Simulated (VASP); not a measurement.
Li2S, 3 atoms in the cell. Symmetry: Fm-3m, No. 225, cubic system. The conventional cell has a = 5.689 Å, b = 5.689 Å, c = 5.689 Å, α = 90.00°, β = 90.00°, γ = 90.00°. Within 3.3 Å of Li (site symmetry -43m) lie 4 S at 2.46 Å and 6 Li at 2.84 Å. Within 3.3 Å of S (site symmetry m-3m) lie 8 Li at 2.46 Å. 

| Item | Value |
| --- | --- |
| Program | VASP 6.6.1 |
| Task | relaxation of the atoms |
| Functional | PBEsol |
| Potentials or basis | VASP PAW PBE potentials, release 64 (Li_sv, S) |
| Cutoff | 650 eV |
| k mesh | 9 × 9 × 9 |
| Occupations | fermi-dirac, width 0.03 eV |
| Spin | no spin polarisation |
| Dipole correction | no |
| Further INCAR settings | ALGO = Normal; EDIFF = 1e-07; IBRION = 2; EDIFFG = -0.01; NSW = 50 |

Potentials or basis: VASP PAW PBE potentials, release 64 (Li_sv, S).

Command:

```console
$ cat potpaw_PBE.64/Li_sv/POTCAR potpaw_PBE.64/S/POTCAR > POTCAR
$ mpirun -np 1 vasp_std > vasp.out
```

Hardware: 1 thread of Intel(R) Xeon(R) 6975P-C (Granite Rapids), with other jobs on the host.

Task: Estimate the wall time of this run.

Result: It took 10 s on 1 thread of Intel(R) Xeon(R) 6975P-C (Granite Rapids) (shared host), peak memory 0.2 GiB. Counts: scf iterations 15, k points 35, ion steps 1.
